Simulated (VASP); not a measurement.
# HgTe (Fm-3m) in VASP: further runs

Aim: see how the results for HgTe move with the level of theory and the settings. Levels: PBE, LDA. Tasks: single point.

Program: VASP 6.6.1. These are calculated values, not measurements. Logs are shortened: lines on timing, memory, paths and dates and some standing lists are left out, and cuts for length are marked.

**1. The cell of the first run**

It takes space group Fm-3m (No. 225, cubic). Conventional cell: a = 6.087 Å, b = 6.087 Å, c = 6.087 Å, α = 90.00°, β = 90.00°, γ = 90.00°. Within 4.0 Å of Hg (site symmetry m-3m) lie 6 Te at 3.04 Å. Within 4.0 Å of Te (site symmetry m-3m) lie 6 Hg at 3.04 Å.

**2. Single point, PBE**

The input, INCAR:

```
SYSTEM = HgTe
PREC     = Accurate       ! precision mode
ENCUT    = 500            ! plane-wave cutoff, eV
EDIFF    = 1E-6           ! SCF threshold, eV
ISMEAR   = -1             ! smearing method
SIGMA    = 0.02           ! smearing width, eV
LREAL    = .FALSE.        ! projectors in reciprocal space
LASPH    = .TRUE.         ! aspherical terms in the spheres
NELM     = 120            ! most SCF steps
ALGO     = Normal         ! electronic algorithm
ISIF     = 2              ! what is computed and relaxed
LWAVE    = .FALSE.        ! write WAVECAR
LCHARG   = .FALSE.        ! write CHGCAR
GGA      = PE             ! functional
NBANDS   = 16             ! bands
GGA_COMPAT= .FALSE.
```

The input, KPOINTS:

```
Automatic mesh
0
G
  4 4 4
  0 0 0
```

The input, POSCAR:

```
HgTe
1.0
    0.0000000000      3.0434522825      3.0434522825
    3.0434522825      0.0000000000      3.0434522825
    3.0434522825      3.0434522825      0.0000000000
Hg Te
1 1
Direct
    0.0000000000      0.0000000000      0.0000000000
    0.5000000000      0.5000000000      0.5000000000
```

Potentials or basis: VASP PAW PBE potentials, release 64 (Hg, Te).

Run with:

```console
> cat potpaw_PBE.64/Hg/POTCAR potpaw_PBE.64/Te/POTCAR > POTCAR
> mpirun -np 1 vasp_std > vasp.out
```

OUTCAR:

```text
SYSTEM = HgTe
   PREC = Accurate
   ENCUT = 500
   EDIFF = 1E-6
   ISMEAR = -1
   LREAL = .FALSE.
   LASPH = .TRUE.
   NELM = 120
   ISIF = 2
   GGA = PE

 ion  position               nearest neighbor table
   1  0.000  0.000  0.000-   2 3.04   2 3.04   2 3.04   2 3.04   2 3.04   2 3.04
   2  0.500  0.500  0.500-   1 3.04   1 3.04   1 3.04   1 3.04   1 3.04   1 3.04

  LATTYP: Found a face centered cubic cell.
 ALAT       =     6.0869045650

  Lattice vectors:

 A1 = (   0.0000000000,   3.0434522825,   3.0434522825)
 A2 = (   3.0434522825,   0.0000000000,   3.0434522825)
 A3 = (   3.0434522825,   3.0434522825,   0.0000000000)

Analysis of symmetry for initial positions (statically):
=====================================================================
 Subroutine PRICEL returns:
 Original cell was already a primitive cell.

 Routine SETGRP: Setting up the symmetry group for a
 face centered cubic supercell.

 Subroutine GETGRP returns: Found 48 space group operations
 (whereof 48 operations were pure point group operations)
 out of a pool of 48 trial point group operations.

The static configuration has the point symmetry O_h .

Analysis of symmetry for dynamics (positions and initial velocities):
=====================================================================
 Subroutine PRICEL returns:
 Original cell was already a primitive cell.

 Routine SETGRP: Setting up the symmetry group for a
 face centered cubic supercell.

 Subroutine GETGRP returns: Found 48 space group operations
 (whereof 48 operations were pure point group operations)
 out of a pool of 48 trial point group operations.

The dynamic configuration has the point symmetry O_h .

 Subroutine INISYM returns: Found 48 space group operations
 (whereof 48 operations are pure point group operations),
 and found     1 'primitive' translations

----------------------------------------------------------------------------------------

                                     Primitive cell

  volume of cell :      56.3806

  direct lattice vectors                    reciprocal lattice vectors
     0.000000000  3.043452283  3.043452283    -0.164287117  0.164287117  0.164287117
     3.043452283  0.000000000  3.043452283     0.164287117 -0.164287117  0.164287117
     3.043452283  3.043452283  0.000000000     0.164287117  0.164287117 -0.164287117

  length of vectors
     4.304091494  4.304091494  4.304091494     0.284553633  0.284553633  0.284553633

  position of ions in fractional coordinates (direct lattice)
     0.000000000  0.000000000  0.000000000
     0.500000000  0.500000000  0.500000000

  ion indices of the primitive-cell ions
   primitive index   ion index
                 1           1
                 2           2

----------------------------------------------------------------------------------------

 KPOINTS: Automatic mesh

Automatic generation of k-mesh.
 Grid dimensions read from file:
 generate k-points for:    4    4    4

 Generating k-lattice:

  Cartesian coordinates                     Fractional coordinates (reciprocal lattice)
    -0.041071779  0.041071779  0.041071779     0.250000000  0.000000000  0.000000000
     0.041071779 -0.041071779  0.041071779     0.000000000  0.250000000  0.000000000
     0.041071779  0.041071779 -0.041071779     0.000000000  0.000000000  0.250000000

  Length of vectors
     0.071138408  0.071138408  0.071138408

  Shift w.r.t. Gamma in fractional coordinates (k-lattice)
     0.000000000  0.000000000  0.000000000

 Subroutine IBZKPT returns following result:
 ===========================================

 Found      8 irreducible k-points:

 Following reciprocal coordinates:
            Coordinates               Weight
  0.000000  0.000000  0.000000      1.000000
  0.250000  0.000000  0.000000      8.000000
  0.500000  0.000000  0.000000      4.000000
  0.250000  0.250000  0.000000      6.000000
  0.500000  0.250000  0.000000     24.000000
 -0.250000  0.250000  0.000000     12.000000
  0.500000  0.500000  0.000000      3.000000
 -0.250000  0.500000  0.250000      6.000000
   k-points           NKPTS =      8   k-points in BZ     NKDIM =      8   number of bands    NBANDS=     16
   number of dos      NEDOS =    301   number of ions     NIONS =      2
   total plane-waves  NPLWV =  32768
   dimension x,y,z NGX =    32 NGY =   32 NGZ =   32
   dimension x,y,z NGXF=    64 NGYF=   64 NGZF=   64
   ions per type =               1   1
   NGX,Y,Z   is equivalent  to a cutoff of  12.36, 12.36, 12.36 a.u.
   NGXF,Y,Z  is equivalent  to a cutoff of  24.72, 24.72, 24.72 a.u.
 SYSTEM =  HgTe
   PREC   = accura    normal or accurate (medium, high low for compatibility)
   ISTART =      0    job   : 0-new  1-cont  2-samecut
   ICHARG =      2    charge: 1-file 2-atom 10-const
   ISPIN  =      1    spin polarized calculation?
   LNONCOLLINEAR =      F non collinear calculations
   LSORBIT =      F    spin-orbit coupling
   LASPH  =      T    aspherical Exc in radial PAW
   ENCUT  =  500.0 eV  36.75 Ry    6.06 a.u.   7.85  7.85  7.85*2*pi/ulx,y,z
   NELM   =    120;   NELMIN=  2; NELMDL= -5     # of ELM steps
   EDIFF  = 0.1E-05   stopping-criterion for ELM
   LREAL  =      F    real-space projection
   EDIFFG = 0.1E-04   stopping-criterion for IOM
   NSW    =      0    number of steps for IOM
   IBRION =     -1    ionic relax: 0-MD 1-quasi-New 2-CG
   NFREE  =      0    steps in history (QN), initial steepest desc. (CG)
   ISIF   =      2    stress and relaxation
   ISYM   =      2    0-nonsym 1-usesym 2-fastsym
   POTIM  = 0.5000    time-step for ionic-motion
   TEBEG  =    0.0;   TEEND  =   0.0 temperature during run
   PSTRESS=    0.0 pullay stress
   NELECT =      18.0000    total number of electrons
   NUPDOWN=      -1.0000    fix difference up-down
   EMIN   =  10.00;   EMAX   =-10.00  energy-range for DOS
   EFERMI =   0.00;   METHOD = LEGACY
   ISMEAR =    -1;   SIGMA  =   0.02  broadening in eV -4-tet -1-fermi 0-gaus
   EFERMI_NEDOS =   21; number of points for ismear=-14 and -15
   IALGO  =     38    algorithm
   IMIX   =      4    mixing-type and parameters
     AMIX     =   0.40;   BMIX     =  1.00
     AMIX_MAG =   1.60;   BMIX_MAG =  1.00
  volume/ion in A,a.u.               =      28.19       190.24
  Fermi-wavevector in a.u.,A,eV,Ry     =   1.118895  2.114404 17.033475  1.251925
  Thomas-Fermi vector in A             =   2.255529
   LORBIT       =      0    0 simple, 1 ext, 2 COOP (PROOUT), +10 PAW based schemes
   GGA     = PE    functional components
   LHFCALC =     F    Hartree Fock is set to
   AEXX    =    0.0000 exact exchange contribution
   IVDW    =     0    specifies the selected vdW correction
   LEPSILON=     F    determine dielectric tensor
   LRPA    =     F    only Hartree local field effects (RPA)
 non-spin polarized calculation
  energy-cutoff  :      500.00
  volume of cell :       56.38
 maximum number of plane-waves:      1459
   NGX = 15   NGY = 15   NGZ = 15

 number of electron      18.0000003 magnetization

 Free energy of the ion-electron system (eV)
  ---------------------------------------------------
  ext. energy  EPLUGINS =         0.00000000
  ---------------------------------------------------
  free energy    TOTEN  =        -3.14037599 eV

  energy without entropy =       -3.13535087  energy(sigma->0) =       -3.13786343

 E-fermi :   4.8211     XC(G=0):  -9.8835

 val. band max:        4.6009799106   @ k =  -0.2500   0.2500   0.0000
 cond. band min:       4.8264926549   @ k =   0.5000   0.0000   0.0000
 fundamental gap:      0.2255127443
 Fermi energy:         4.8211111250

 k-point     1 :       0.0000    0.0000    0.0000
  band No.  band energies     occupation
      1      -7.5154      2.00000
      2      -2.3331      2.00000
      3      -2.3331      2.00000
      4      -2.2827      2.00000
      5      -2.2827      2.00000
      6      -2.2827      2.00000
[... 8 lines left out ...]
     15      12.2416      0.00000
     16      12.2416      0.00000

 k-point     2 :       0.2500    0.0000    0.0000
  band No.  band energies     occupation
      1      -6.9938      2.00000
      2      -2.5048      2.00000
      3      -2.5048      2.00000
      4      -2.3737      2.00000
      5      -2.2023      2.00000
      6      -2.2023      2.00000
[... 8 lines left out ...]
     15      13.3430      0.00000
     16      13.3430      0.00000

 k-point     3 :       0.5000    0.0000    0.0000
  band No.  band energies     occupation
      1      -6.2419      2.00000
      2      -2.7463      2.00000
      3      -2.6675      2.00000
      4      -2.6675      2.00000
      5      -2.1141      2.00000
      6      -2.1141      2.00000
[... 8 lines left out ...]
     15      15.4405      0.00000
     16      15.4405      0.00000

 k-point     4 :       0.2500    0.2500    0.0000
  band No.  band energies     occupation
      1      -6.9131      2.00000
      2      -2.5838      2.00000
      3      -2.3513      2.00000
      4      -2.2847      2.00000
      5      -2.1917      2.00000
      6      -2.1917      2.00000
[... 8 lines left out ...]
     15      15.6342      0.00000
     16      15.6356      0.00000

 k-point     5 :       0.5000    0.2500    0.0000
  band No.  band energies     occupation
      1      -6.3662      2.00000
      2      -2.4668      2.00000
      3      -2.4296      2.00000
      4      -2.3328      2.00000
      5      -2.0853      2.00000
      6      -2.0254      2.00000
[... 8 lines left out ...]
     15      15.8900      0.00000
     16      16.3728      0.00000

 k-point     6 :      -0.2500    0.2500    0.0000
  band No.  band energies     occupation
      1      -6.4504      2.00000
      2      -2.6318      2.00000
      3      -2.6197      2.00000
      4      -2.3221      2.00000
      5      -2.1550      2.00000
      6      -2.0658      2.00000
[... 8 lines left out ...]
     15      15.0013      0.00000
     16      15.6446      0.00000

 k-point     7 :       0.5000    0.5000    0.0000
  band No.  band energies     occupation
      1      -6.4617      2.00000
      2      -2.4192      2.00000
      3      -2.2356      2.00000
      4      -2.0399      2.00000
      5      -2.0399      2.00000
      6      -1.4124      2.00000
[... 8 lines left out ...]
     15      17.4236      0.00000
     16      17.4236      0.00000

 k-point     8 :      -0.2500    0.5000    0.2500
  band No.  band energies     occupation
      1      -6.2913      2.00000
      2      -2.5394      2.00000
      3      -2.2949      2.00000
      4      -2.2949      2.00000
      5      -2.0399      2.00000
      6      -1.5603      2.00000
[... 8 lines left out ...]
     15      15.1605      0.00000
     16      17.3964      0.00000

------------------------ aborting loop because EDIFF is reached ----------------------------------------

  FORCE on cell =-STRESS in cart. coord.  units (eV):
  Direction    XX          YY          ZZ          XY          YZ          ZX
  --------------------------------------------------------------------------------------
  -------------------------------------------------------------------------------------
  Total        1.0114728      1.0114728      1.0114728     -0.0000000      0.0000000     -0.0000000
  in kB       28.7432116     28.7432116     28.7432116     -0.0000000      0.0000000     -0.0000000
  external PRESSURE =      28.7432116 kB  Pullay stress =       0.0000000 kB

 VOLUME and BASIS-vectors are now :
 -----------------------------------------------------------------------------
  energy-cutoff  :      500.00
  volume of cell :       56.38
      direct lattice vectors                 reciprocal lattice vectors
     0.000000000  3.043452283  3.043452283    -0.164287117  0.164287117  0.164287117
     3.043452283  0.000000000  3.043452283     0.164287117 -0.164287117  0.164287117
     3.043452283  3.043452283  0.000000000     0.164287117  0.164287117 -0.164287117

 POSITION                                       TOTAL-FORCE (eV/Angst)
 -----------------------------------------------------------------------------------
      0.00000      0.00000      0.00000         0.000000      0.000000     -0.000000
      3.04345      3.04345      3.04345         0.000000     -0.000000      0.000000
 -----------------------------------------------------------------------------------
    total drift:                                0.000000     -0.000000     -0.000000

  FREE ENERGIE OF THE ION-ELECTRON SYSTEM (eV)
  ---------------------------------------------------
  free  energy   TOTEN  =        -3.1403759921 eV

  energy  without entropy=       -3.1353508694  energy(sigma->0) =       -3.13786343
```

Run time: 5.7 s. Hardware: 1 thread of Intel Xeon 6975P-C (Granite Rapids), shared host; peak memory 0.16 GiB.

Results:

```
Free energy            : -3.1404 eV
Pressure               : 2.9 GPa
Band gap on the k mesh : zero (band 9 reaches 4.83 eV, above the bottom of band 10 at 2.24 eV)
```

Levels at points of the mesh, in eV from the Fermi level:
```
           k point  band 7  band 8  band 9  band 10  band 11  band 12
(0.00, 0.00, 0.00)   -1.27   -0.97   -0.97    -0.97     7.31     7.31
(0.50, 0.00, 0.00)   -5.92    0.01    0.01     2.31     3.38     3.59
(0.50, 0.50, 0.00)   -4.60   -3.14   -2.58    -2.58     4.51     8.86
```

Caveat: the k points lie up to 0.45 Å⁻¹ apart; spin-orbit coupling is left out, which moves the levels of the heavy elements.

**3. Single point, LDA**

The input, INCAR:

```
SYSTEM = HgTe
PREC = Accurate
ENCUT = 500
EDIFF = 1E-6
ISMEAR = -1
SIGMA = 0.02
LREAL = .FALSE.
LASPH = .TRUE.
NELM = 120
ALGO = Normal
ISIF = 2
LWAVE = .FALSE.
LCHARG = .TRUE.
LELF = .TRUE.
LVHAR = .TRUE.
NBANDS = 16
GGA_COMPAT = .FALSE.
```

The input, KPOINTS:

```
regular mesh
0
G
  4 4 4
  0 0 0
```

POSCAR is that of step 2.

Potentials or basis: VASP PAW LDA potentials, release 64 (Hg, Te).

Run with:

```console
> cat potpaw_LDA.64/Hg/POTCAR potpaw_LDA.64/Te/POTCAR > POTCAR
> mpirun -np 1 vasp_std > vasp.out
```

Run time: 4.9 s. Hardware: 1 thread of Intel Xeon 6975P-C (Granite Rapids), shared host; peak memory 0.14 GiB.

Results (log left out):

```yaml
Free_energy: -4.6616 eV
Pressure: -2.4 GPa
Band_gap_on_the_k_mesh: zero (band 9 reaches 4.65 eV, above the bottom of band 10 at 2.05 eV)
```

Levels at points of the mesh, in eV from the Fermi level:
```tsv
k point	band 5	band 6	band 7	band 8	band 9	band 10	band 11	band 12	band 13	band 14
(0.00, 0.00, 0.00)	-7.07	-7.07	-1.37	-0.97	-0.97	-0.97	7.30	7.30	7.30	7.34
(0.50, 0.00, 0.00)	-6.90	-6.90	-5.92	0.02	0.02	2.21	3.35	3.55	3.55	9.98
(0.50, 0.50, 0.00)	-6.82	-6.21	-4.61	-3.19	-2.57	-2.57	4.47	8.77	8.77	9.30
```

Caveat: the k points lie up to 0.45 Å⁻¹ apart; spin-orbit coupling is left out, which moves the levels of the heavy elements.

(Continued in part 2 of 2.)
